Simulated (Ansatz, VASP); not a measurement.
## Ge2F3 in VASP and in Ansatz

Contents of INCAR:

```
SYSTEM = Ge2F3
PREC     = Accurate       ! precision mode
ENCUT    = 600            ! plane-wave cutoff, eV
EDIFF    = 1E-6           ! SCF threshold, eV
ISMEAR   = 0              ! smearing method
SIGMA    = 0.1            ! smearing width, eV
LREAL    = .FALSE.        ! projectors in reciprocal space
LASPH    = .TRUE.         ! aspherical terms in the spheres
NELM     = 120            ! most SCF steps
ALGO     = Normal         ! electronic algorithm
ISIF     = 2              ! what is computed and relaxed
LWAVE    = .FALSE.        ! write WAVECAR
LCHARG   = .FALSE.        ! write CHGCAR
GGA      = PE             ! functional
NBANDS   = 32             ! bands
GGA_COMPAT= .FALSE.
```

File KPOINTS:

```
Automatic mesh
0
G
  8 8 8
  0 0 0
```

POSCAR

```
Ge2F3
1.0
    4.4042415796      0.0000000000      0.0000000000
    0.0000000000      4.4042415796      0.0000000000
    0.0000000000      0.0000000000      4.4042415796
Ge F
2 3
Direct
    0.0000000000      0.0000000000      0.0000000000
    0.5000000000      0.5000000000      0.5000000000
    0.0000000000      0.5000000000      0.5000000000
    0.5000000000      0.0000000000      0.5000000000
    0.5000000000      0.5000000000      0.0000000000
```

Input for Ansatz:

```yaml
crystal:
  lattice:
    - [4.4042415796, 0.0, 0.0]
    - [0.0, 4.4042415796, 0.0]
    - [0.0, 0.0, 4.4042415796]
  atoms:
    - { symbol: Ge, position: [0.0, 0.0, 0.0] }
    - { symbol: Ge, position: [0.5, 0.5, 0.5] }
    - { symbol: F, position: [0.0, 0.5, 0.5] }
    - { symbol: F, position: [0.5, 0.0, 0.5] }
    - { symbol: F, position: [0.5, 0.5, 0.0] }
basis:
  ecutwfc: 420
kpoints:
  mp_grid: { grid: [8, 8, 8] }
  band_path:
    path:
      - [[0.0, 0.0, 0.0], [0.0, 0.5, 0.0], [0.5, 0.5, 0.0], [0.0, 0.0, 0.0], [0.5, 0.5, 0.5], [0.0, 0.5, 0.0]]
      - [[0.5, 0.5, 0.5], [0.5, 0.5, 0.0]]
    npoints: 14
hamiltonian:
  xc: pbe
scf:
  occupations: { method: gaussian, width: 0.1 }
  n_extra_bands: 12
output:
  forces: true
  stress: true
  eigenvalues: true
  populations: true
  dos: { projected: true, de: 0.02, nscf_kmesh: { grid: [10, 10, 10] } }
  bader: true
  write_density: true
  write_potential: true
  elf: true
  volumetric_format: npy
```

Alike in both runs: task single point; functional PBE; k mesh 8 × 8 × 8; occupations gaussian, width 0.1 eV; no spin polarisation.

```csv
,VASP,Ansatz
version,VASP 6.6.1,Ansatz 0.2.0
potentials or method,"VASP PAW PBE potentials, release 64 (Ge_d, F), cutoff 600 eV","scalar-relativistic, plane waves, PAW"
valence electrons in the cell,49,49
```

|  | VASP | Ansatz | Ansatz less VASP |
| --- | --- | --- | --- |
| gap on the k mesh at the Fermi level (eV) | none | none | - |
| pressure (GPa) | -0.2 | 0.0 | +0.20 |

A gap of «none» marks a metal or a gap that the smearing closes.
